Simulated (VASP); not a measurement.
# Ge (Imma) in VASP: further runs

Runs on Ge. Level: PBE. Tasks: single point.

All numbers are computed with VASP 6.6.1; they aren't measurements. Logs are shortened: lines on timing, memory, paths and dates and some standing lists are left out, and cuts for length are marked.

**1. The cell of the first run**

The structure is orthorhombic, space group Imma (No. 74). The conventional cell has a = 4.070 Å, b = 4.115 Å, c = 5.747 Å, α = 90.00°, β = 90.00°, γ = 90.00°. Within 3.3 Å of Ge (site symmetry mm2) lie 4 Ge at 2.50 Å.

**2. Single point, PBE (strained cell)**

The input, INCAR:

```
PREC = Accurate
ENCUT = 500
EDIFF = 1E-6
ISMEAR = 0
SIGMA = 0.1
LREAL = False
LASPH = True
NELM = 120
ALGO = Normal
ISIF = 2
LWAVE = False
LCHARG = False
GGA = PE
NBANDS = 21
GGA_COMPAT = False
```

The input, KPOINTS:

```
regular mesh
0
Gamma
  10 10 10
```

The input, POSCAR:

```
Ge
1.0
    0.0158923808      2.8936718965      2.8734153036
    2.8936718965      0.0158923808      2.8734153036
    2.9095642772      2.9095642772     -0.0000000001
Ge
2
Direct
    0.0007284970      0.0007284970     -0.0007284970
    0.2492715030      0.2492715030      0.2507284970
```

Potentials or basis: VASP PAW PBE potentials, release 64 (Ge_d).

Run with:

```bash
cat potpaw_PBE.64/Ge_d/POTCAR > POTCAR
mpirun -np 1 vasp_std > vasp.out
```

OUTCAR:

```text
PREC = Accurate
   ENCUT = 500
   EDIFF = 1E-6
   ISMEAR = 0
   LREAL = False
   LASPH = True
   NELM = 120
   ISIF = 2
   GGA = PE

 ion  position               nearest neighbor table
   1  0.001  0.001  0.999-   2 2.50   2 2.50   2 2.50   2 2.50
   2  0.249  0.249  0.251-   1 2.50   1 2.50   1 2.50   1 2.50

  LATTYP: Found a body centered orthorhombic cell.
 ALAT       =     4.0697948206
 B/A-ratio  =     1.0110448911
 C/A-ratio  =     1.4120688783

  Lattice vectors:

 A1 = (   2.8936718964,   0.0158923807,  -2.8734153037)
 A2 = (  -2.8936718965,  -0.0158923808,  -2.8734153036)
 A3 = (   0.0158923808,   2.8936718965,   2.8734153036)

Analysis of symmetry for initial positions (statically):
=====================================================================
 Subroutine PRICEL returns:
 Original cell was already a primitive cell.

 Routine SETGRP: Setting up the symmetry group for a
 body centered orthorhombic supercell.

 Subroutine GETGRP returns: Found  8 space group operations
 (whereof  4 operations were pure point group operations)
 out of a pool of  8 trial point group operations.

The static configuration has the point symmetry C_2v.
 The point group associated with its full space group is D_2h.

Analysis of symmetry for dynamics (positions and initial velocities):
=====================================================================
 Subroutine PRICEL returns:
 Original cell was already a primitive cell.

 Routine SETGRP: Setting up the symmetry group for a
 body centered orthorhombic supercell.

 Subroutine GETGRP returns: Found  8 space group operations
 (whereof  4 operations were pure point group operations)
 out of a pool of  8 trial point group operations.

The dynamic configuration has the point symmetry C_2v.
 The point group associated with its full space group is D_2h.

 Subroutine INISYM returns: Found  8 space group operations
 (whereof  4 operations are pure point group operations),
 and found     1 'primitive' translations

----------------------------------------------------------------------------------------

                                     Primitive cell

  volume of cell :      48.1187

  direct lattice vectors                    reciprocal lattice vectors
     0.015892381  2.893671896  2.873415304    -0.173745069  0.173745069  0.174008957
     2.893671896  0.015892381  2.873415304     0.173745069 -0.173745069  0.174008957
     2.909564277  2.909564277 -0.000000000     0.171847037  0.171847037 -0.174008957

  length of vectors
     4.078002589  4.078002589  4.114745261     0.301087720  0.301087720  0.298901197

  position of ions in fractional coordinates (direct lattice)
     0.000728497  0.000728497  0.999271503
     0.249271503  0.249271503  0.250728497

  ion indices of the primitive-cell ions
   primitive index   ion index
                 1           1
                 2           2

----------------------------------------------------------------------------------------

 KPOINTS: regular mesh

Automatic generation of k-mesh.
 Grid dimensions read from file:
 generate k-points for:   10   10   10

 Generating k-lattice:

  Cartesian coordinates                     Fractional coordinates (reciprocal lattice)
    -0.017374507  0.017374507  0.017400896     0.100000000  0.000000000 -0.000000000
     0.017374507 -0.017374507  0.017400896     0.000000000  0.100000000 -0.000000000
     0.017184704  0.017184704 -0.017400896    -0.000000000 -0.000000000  0.100000000

  Length of vectors
     0.030108772  0.030108772  0.029890120

  Shift w.r.t. Gamma in fractional coordinates (k-lattice)
     0.000000000  0.000000000  0.000000000

 Subroutine IBZKPT returns following result:
 ===========================================

 Found    171 irreducible k-points:

 Following reciprocal coordinates:
            Coordinates               Weight
  0.000000  0.000000  0.000000      1.000000
  0.100000  0.000000  0.000000      4.000000
  0.200000  0.000000  0.000000      4.000000
  0.300000  0.000000 -0.000000      4.000000
  0.400000  0.000000  0.000000      4.000000
  0.500000  0.000000 -0.000000      2.000000
[... 16 lines left out ...]
  0.300000  0.300000 -0.000000      2.000000
  0.400000  0.300000  0.000000      4.000000
 [... further k-points ...]
   k-points           NKPTS =    171   k-points in BZ     NKDIM =    171   number of bands    NBANDS=     21
   number of dos      NEDOS =    301   number of ions     NIONS =      2
   total plane-waves  NPLWV =  27000
   dimension x,y,z NGX =    30 NGY =   30 NGZ =   30
   dimension x,y,z NGXF=    60 NGYF=   60 NGZF=   60
   ions per type =               2
   NGX,Y,Z   is equivalent  to a cutoff of  12.23, 12.23, 12.12 a.u.
   NGXF,Y,Z  is equivalent  to a cutoff of  24.46, 24.46, 24.24 a.u.
 SYSTEM =  unknown system
   PREC   = accura    normal or accurate (medium, high low for compatibility)
   ISTART =      0    job   : 0-new  1-cont  2-samecut
   ICHARG =      2    charge: 1-file 2-atom 10-const
   ISPIN  =      1    spin polarized calculation?
   LNONCOLLINEAR =      F non collinear calculations
   LSORBIT =      F    spin-orbit coupling
   LASPH  =      T    aspherical Exc in radial PAW
   ENCUT  =  500.0 eV  36.75 Ry    6.06 a.u.   7.44  7.44  7.50*2*pi/ulx,y,z
   NELM   =    120;   NELMIN=  2; NELMDL= -5     # of ELM steps
   EDIFF  = 0.1E-05   stopping-criterion for ELM
   LREAL  =      F    real-space projection
[... 7 lines left out ...]
   TEBEG  =    0.0;   TEEND  =   0.0 temperature during run
   PSTRESS=    0.0 pullay stress
   NELECT =      28.0000    total number of electrons
   NUPDOWN=      -1.0000    fix difference up-down
   EMIN   =  10.00;   EMAX   =-10.00  energy-range for DOS
   EFERMI =   0.00;   METHOD = LEGACY
   ISMEAR =     0;   SIGMA  =   0.10  broadening in eV -4-tet -1-fermi 0-gaus
   EFERMI_NEDOS =   21; number of points for ismear=-14 and -15
   IALGO  =     38    algorithm
   IMIX   =      4    mixing-type and parameters
     AMIX     =   0.40;   BMIX     =  1.00
     AMIX_MAG =   1.60;   BMIX_MAG =  1.00
  volume/ion in A,a.u.               =      24.06       162.36
  Fermi-wavevector in a.u.,A,eV,Ry     =   1.366751  2.582786 25.415814  1.868010
  Thomas-Fermi vector in A             =   2.492864
   LORBIT       =      0    0 simple, 1 ext, 2 COOP (PROOUT), +10 PAW based schemes
   GGA     = PE    functional components
   LHFCALC =     F    Hartree Fock is set to
   AEXX    =    0.0000 exact exchange contribution
   IVDW    =     0    specifies the selected vdW correction
   LEPSILON=     F    determine dielectric tensor
   LRPA    =     F    only Hartree local field effects (RPA)
 non-spin polarized calculation
 Gauss-broadening in eV      SIGMA  =   0.10
  energy-cutoff  :      500.00
  volume of cell :       48.12
 maximum number of plane-waves:      1245
 NGX is ok and might be reduce to    30
   NGX = 15   NGY = 15   NGZ = 15

 number of electron      27.9999977 magnetization

 Free energy of the ion-electron system (eV)
  ---------------------------------------------------
  ext. energy  EPLUGINS =         0.00000000
  ---------------------------------------------------
  free energy    TOTEN  =        -9.03196601 eV

  energy without entropy =       -9.03144869  energy(sigma->0) =       -9.03170735

 E-fermi :   4.3671     XC(G=0):  -9.6393

 val. band max:        4.3590985500   @ k =   0.0000   0.0000   0.0000
 cond. band min:       4.3684883600   @ k =   0.5000   0.0000  -0.0000
 fundamental gap:      0.0093898100
 Fermi energy:         4.3671083898

 k-point     1 :       0.0000    0.0000    0.0000
  band No.  band energies     occupation
      1     -20.3243      2.00000
      2     -20.3222      2.00000
      3     -20.3175      2.00000
      4     -20.2898      2.00000
      5     -20.2896      2.00000
      6     -20.1151      2.00000
[... 13 lines left out ...]
     20      13.6736      0.00000
     21      13.8041      0.00000

 k-point     2 :       0.1000    0.0000    0.0000
  band No.  band energies     occupation
      1     -20.3277      2.00000
      2     -20.3228      2.00000
      3     -20.3218      2.00000
      4     -20.2830      2.00000
      5     -20.2827      2.00000
      6     -20.1213      2.00000
[... 13 lines left out ...]
     20      13.0066      0.00000
     21      13.1353      0.00000

 k-point     3 :       0.2000    0.0000    0.0000
  band No.  band energies     occupation
      1     -20.3348      2.00000
      2     -20.3306      2.00000
      3     -20.3176      2.00000
      4     -20.2708      2.00000
      5     -20.2705      2.00000
      6     -20.1306      2.00000
[... 13 lines left out ...]
     20      12.5225      0.00000
     21      12.6487      0.00000

 k-point     4 :       0.3000    0.0000   -0.0000
  band No.  band energies     occupation
      1     -20.3399      2.00000
      2     -20.3360      2.00000
      3     -20.3121      2.00000
      4     -20.2608      2.00000
      5     -20.2603      2.00000
      6     -20.1382      2.00000
[... 13 lines left out ...]
     20      12.8699      0.00000
     21      12.9868      0.00000

 k-point     5 :       0.4000    0.0000    0.0000
  band No.  band energies     occupation
      1     -20.3423      2.00000
      2     -20.3385      2.00000
      3     -20.3075      2.00000
      4     -20.2556      2.00000
      5     -20.2542      2.00000
      6     -20.1431      2.00000
[... 13 lines left out ...]
     20      14.0383      0.00000
     21      14.1450      0.00000
[... 382 lines left out ...]
     20      13.5733      0.00000
     21      15.5551      0.00000

 k-point    22 :      -0.2000    0.2000    0.0000
  band No.  band energies     occupation
      1     -20.3463      2.00000
      2     -20.3437      2.00000
      3     -20.2996      2.00000
      4     -20.2608      2.00000
      5     -20.2417      2.00000
      6     -20.1588      2.00000
[... 13 lines left out ...]
     20      14.0783      0.00000
     21      14.5260      0.00000

 k-point    23 :       0.3000    0.3000   -0.0000
  band No.  band energies     occupation
      1     -20.3432      2.00000
      2     -20.3383      2.00000
      3     -20.3199      2.00000
      4     -20.2492      2.00000
      5     -20.2158      2.00000
      6     -20.2015      2.00000
[... 13 lines left out ...]
     20      15.1700      0.00000
     21      15.3067      0.00000

 k-point    24 :       0.4000    0.3000    0.0000
  band No.  band energies     occupation
      1     -20.3513      2.00000
      2     -20.3423      2.00000
      3     -20.3057      2.00000
      4     -20.2364      2.00000
      5     -20.2168      2.00000
      6     -20.2007      2.00000
[... 13 lines left out ...]
     20      15.7090      0.00000
     21      15.8694      0.00000

 [... further k-points ...]

------------------------ aborting loop because EDIFF is reached ----------------------------------------

  FORCE on cell =-STRESS in cart. coord.  units (eV):
  Direction    XX          YY          ZZ          XY          YZ          ZX
  --------------------------------------------------------------------------------------
  -------------------------------------------------------------------------------------
  Total       -0.1830902     -0.1830902     -0.0474662     -0.1649218      0.0000000      0.0000000
  in kB       -6.0962372     -6.0962372     -1.5804515     -5.4912936      0.0000000      0.0000000
  external PRESSURE =      -4.5909753 kB  Pullay stress =       0.0000000 kB

 VOLUME and BASIS-vectors are now :
 -----------------------------------------------------------------------------
  energy-cutoff  :      500.00
  volume of cell :       48.12
      direct lattice vectors                 reciprocal lattice vectors
     0.015892381  2.893671896  2.873415304    -0.173745069  0.173745069  0.174008957
     2.893671896  0.015892381  2.873415304     0.173745069 -0.173745069  0.174008957
     2.909564277  2.909564277 -0.000000000     0.171847037  0.171847037 -0.174008957

 POSITION                                       TOTAL-FORCE (eV/Angst)
 -----------------------------------------------------------------------------------
      2.90956      2.90956      0.00419        -0.000000     -0.000000     -0.000146
      1.45478      1.45478      1.43252         0.000000      0.000000      0.000146
 -----------------------------------------------------------------------------------
    total drift:                                0.000000      0.000000      0.000000

  FREE ENERGIE OF THE ION-ELECTRON SYSTEM (eV)
  ---------------------------------------------------
  free  energy   TOTEN  =        -9.0319660120 eV

  energy  without entropy=       -9.0314486867  energy(sigma->0) =       -9.03170735
```

Wall time 3.9 min (1 thread of AMD EPYC 7R13, shared host); peak memory 0.23 GiB.

Results:

```
Free energy            : -9.0320 eV
Pressure               : -0.5 GPa
Band gap on the k mesh : zero (bands 14 and 15 overlap by 0.07 eV)
```

Stress tensor (GPa, compression positive):
```
-0.61 -0.55  0.00
-0.55 -0.61  0.00
 0.00  0.00 -0.16
```

Caveat: the cell differs from its parent crystal (strained cell); semilocal functionals underestimate gaps, so a narrow gap can read as zero.

**3. Single point, PBE (strained cell)**

The input, INCAR:

```
SYSTEM = Ge
ALGO = Normal
EDIFF = 1E-6
ENCUT = 500
GGA = PE
GGA_COMPAT = .False.
ISIF = 2
ISMEAR = 0
LASPH = .True.
LCHARG = .False.
LREAL = .False.
LWAVE = .False.
NBANDS = 21
NELM = 120
PREC = Accurate
SIGMA = 0.1
```

The input, KPOINTS:

```
k-points
0
Gamma
  10 10 10
  0 0 0
```

The input, POSCAR:

```
Ge
1.0
    0.0150767913      2.8944874860      2.8712358860
    2.8944874860      0.0150767913      2.8712358860
    2.9095642772      2.9095642772     -0.0000000001
Ge
2
Direct
    0.0007077058      0.0007077058     -0.0007077058
    0.2492922942      0.2492922942      0.2507077058
```

Potentials or basis: VASP PAW PBE potentials, release 64 (Ge_d).

Run with:

```bash
cat potpaw_PBE.64/Ge_d/POTCAR > POTCAR
mpirun -np 1 vasp_std > vasp.out
```

OUTCAR:

```text
SYSTEM = Ge
   EDIFF = 1E-6
   ENCUT = 500
   GGA = PE
   ISIF = 2
   ISMEAR = 0
   LASPH = .True.
   LREAL = .False.
   NELM = 120
   PREC = Accurate

 ion  position               nearest neighbor table
   1  0.001  0.001  0.999-   2 2.50   2 2.50   2 2.50   2 2.50
   2  0.249  0.249  0.251-   1 2.50   1 2.50   1 2.50   1 2.50

  LATTYP: Found a body centered orthorhombic cell.
 ALAT       =     4.0721016561
 B/A-ratio  =     1.0104721367
 C/A-ratio  =     1.4101985307

  Lattice vectors:

 A1 = (   2.8944874859,   0.0150767912,  -2.8712358861)
 A2 = (  -2.8944874860,  -0.0150767913,  -2.8712358860)
 A3 = (   0.0150767913,   2.8944874860,   2.8712358860)

Analysis of symmetry for initial positions (statically):
=====================================================================
 Subroutine PRICEL returns:
 Original cell was already a primitive cell.

 Routine SETGRP: Setting up the symmetry group for a
 body centered orthorhombic supercell.

 Subroutine GETGRP returns: Found  8 space group operations
 (whereof  4 operations were pure point group operations)
 out of a pool of  8 trial point group operations.

The static configuration has the point symmetry C_2v.
 The point group associated with its full space group is D_2h.

Analysis of symmetry for dynamics (positions and initial velocities):
=====================================================================
 Subroutine PRICEL returns:
 Original cell was already a primitive cell.

 Routine SETGRP: Setting up the symmetry group for a
 body centered orthorhombic supercell.

 Subroutine GETGRP returns: Found  8 space group operations
 (whereof  4 operations were pure point group operations)
 out of a pool of  8 trial point group operations.

The dynamic configuration has the point symmetry C_2v.
 The point group associated with its full space group is D_2h.

 Subroutine INISYM returns: Found  8 space group operations
 (whereof  4 operations are pure point group operations),
 and found     1 'primitive' translations

[... 110 lines left out ...]
   EFERMI_NEDOS =   21; number of points for ismear=-14 and -15
   IALGO  =     38    algorithm
   IMIX   =      4    mixing-type and parameters
     AMIX     =   0.40;   BMIX     =  1.00
     AMIX_MAG =   1.60;   BMIX_MAG =  1.00
  volume/ion in A,a.u.               =      24.05       162.33
  Fermi-wavevector in a.u.,A,eV,Ry     =   1.366839  2.582951 25.419069  1.868249
  Thomas-Fermi vector in A             =   2.492944
   LORBIT       =      0    0 simple, 1 ext, 2 COOP (PROOUT), +10 PAW based schemes
   GGA     = PE    functional components
   LHFCALC =     F    Hartree Fock is set to
   AEXX    =    0.0000 exact exchange contribution
   IVDW    =     0    specifies the selected vdW correction
   LEPSILON=     F    determine dielectric tensor
   LRPA    =     F    only Hartree local field effects (RPA)
 non-spin polarized calculation
 Gauss-broadening in eV      SIGMA  =   0.10
  energy-cutoff  :      500.00
  volume of cell :       48.11
 maximum number of plane-waves:      1243
 NGX is ok and might be reduce to    30
   NGX = 15   NGY = 15   NGZ = 15

 number of electron      27.9999977 magnetization

 Free energy of the ion-electron system (eV)
  ---------------------------------------------------
  ext. energy  EPLUGINS =         0.00000000
  ---------------------------------------------------
  free energy    TOTEN  =        -9.03197681 eV

  energy without entropy =       -9.03146255  energy(sigma->0) =       -9.03171968

 E-fermi :   4.3698     XC(G=0):  -9.6402

 val. band max:        4.3597633842   @ k =   0.0000   0.0000   0.0000
 cond. band min:       4.3729288646   @ k =   0.5000   0.0000   0.0000
 fundamental gap:      0.0131654804
 Fermi energy:         4.3697989560

 k-point     1 :       0.0000    0.0000    0.0000
  band No.  band energies     occupation
      1     -20.3225      2.00000
      2     -20.3208      2.00000
      3     -20.3161      2.00000
      4     -20.2882      2.00000
      5     -20.2880      2.00000
      6     -20.1133      2.00000
[... 565 lines left out ...]
     20      15.7187      0.00000
     21      15.8689      0.00000

 [... further k-points ...]

------------------------ aborting loop because EDIFF is reached ----------------------------------------

  FORCE on cell =-STRESS in cart. coord.  units (eV):
  Direction    XX          YY          ZZ          XY          YZ          ZX
  --------------------------------------------------------------------------------------
  -------------------------------------------------------------------------------------
  Total       -0.1875902     -0.1875902     -0.0316412     -0.1548309      0.0000000      0.0000000
  in kB       -6.2472703     -6.2472703     -1.0537379     -5.1562950      0.0000000      0.0000000
  external PRESSURE =      -4.5160928 kB  Pullay stress =       0.0000000 kB

 VOLUME and BASIS-vectors are now :
 -----------------------------------------------------------------------------
  energy-cutoff  :      500.00
  volume of cell :       48.11
      direct lattice vectors                 reciprocal lattice vectors
     0.015076791  2.894487486  2.871235886    -0.173646643  0.173646643  0.174141039
     2.894487486  0.015076791  2.871235886     0.173646643 -0.173646643  0.174141039
     2.909564277  2.909564277 -0.000000000     0.171847037  0.171847037 -0.174141039

 POSITION                                       TOTAL-FORCE (eV/Angst)
 -----------------------------------------------------------------------------------
      2.90956      2.90956      0.00406        -0.000000     -0.000000     -0.001843
      1.45478      1.45478      1.43155         0.000000      0.000000      0.001843
 -----------------------------------------------------------------------------------
    total drift:                                0.000000      0.000000      0.000000

  FREE ENERGIE OF THE ION-ELECTRON SYSTEM (eV)
  ---------------------------------------------------
  free  energy   TOTEN  =        -9.0319768141 eV

  energy  without entropy=       -9.0314625466  energy(sigma->0) =       -9.03171968
```

stdout:

```text
POSCAR found type information on POSCAR Ge
 POSCAR found :  1 types and       2 ions
 scaLAPACK will be used
 LDA part: xc-table for (Slater+PW92), standard interpolation
 POSCAR, INCAR and KPOINTS ok, starting setup
 FFT: planning ... GRIDC
 FFT: planning ... GRID_SOFT
 FFT: planning ... GRID
 WAVECAR not read
 entering main loop
```

Run time: 3.5 min. Hardware: 1 thread of AMD EPYC 7R13, shared host; peak memory 0.23 GiB.

Results:

| Quantity | Value |
| --- | --- |
| Free energy | -9.0320 eV |
| Pressure | -0.5 GPa |
| Band gap on the k mesh | zero (bands 14 and 15 overlap by 0.07 eV) |

Caveat: the cell differs from its parent crystal (strained cell); semilocal functionals underestimate gaps, so a narrow gap can read as zero.
